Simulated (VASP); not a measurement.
Wanted: the native input for a VASP 6.6.1 run.

| Property | Result |
| --- | --- |
| Task | single point |
| Functional | LDA |
| Potentials or basis | VASP PAW LDA potentials, release 64 (I) |
| Cutoff | 520 eV |
| k mesh | 5 × 5 × 2 |
| Occupations | fermi-dirac, width 0.08 eV |
| Spin | no spin polarisation |
| Dipole correction | no |
| Further INCAR settings | ALGO = Normal; EDIFF = 1e-06; NBANDS = 22 |

The structure of I lies in POSCAR:

```
I
1.0
    3.6350350000     -2.3950200000      0.0000000000
    3.6350350000      2.3950200000      0.0000000000
    0.0000000000      0.0000000000      9.7934400000
I
4
Direct
    0.8527408972      0.1678564286      0.8800224436
    0.3590162429      0.6299910156      0.6168068626
    0.1238082240      0.8420894909      0.1201225514
    0.6644348447      0.3600628562      0.3830481424
```

One way to write it, as run:

INCAR

```
PREC = Accurate
ENCUT = 520
EDIFF = 1E-6
ISMEAR = -1
SIGMA = 0.08
LREAL = F
LASPH = T
NELM = 60
ALGO = Normal
ISIF = 2
LWAVE = F
LCHARG = T
GGA = CA
LELF = T
LVHAR = T
NBANDS = 22
```

KPOINTS

```
regular mesh
0
Gamma
  5 5 2
```

Potentials or basis: VASP PAW LDA potentials, release 64 (I).

Command:

```bash
$ cat potpaw_LDA.64/I/POTCAR > POTCAR
$ mpirun -np 1 vasp_std > vasp.out
```

It gave:

| Property | Result |
| --- | --- |
| Pressure | -1.3 GPa |
| Largest force | 0.792 eV/Å |
| Band gap on the k mesh | 1.10 eV (least direct gap 1.19 eV) |

Caveat: spin-orbit coupling is left out, which moves the levels of the heavy elements.

Run time: 2.1 min on 1 thread of Intel Xeon 8259CL, with other jobs on the host, peak memory 0.25 GiB.
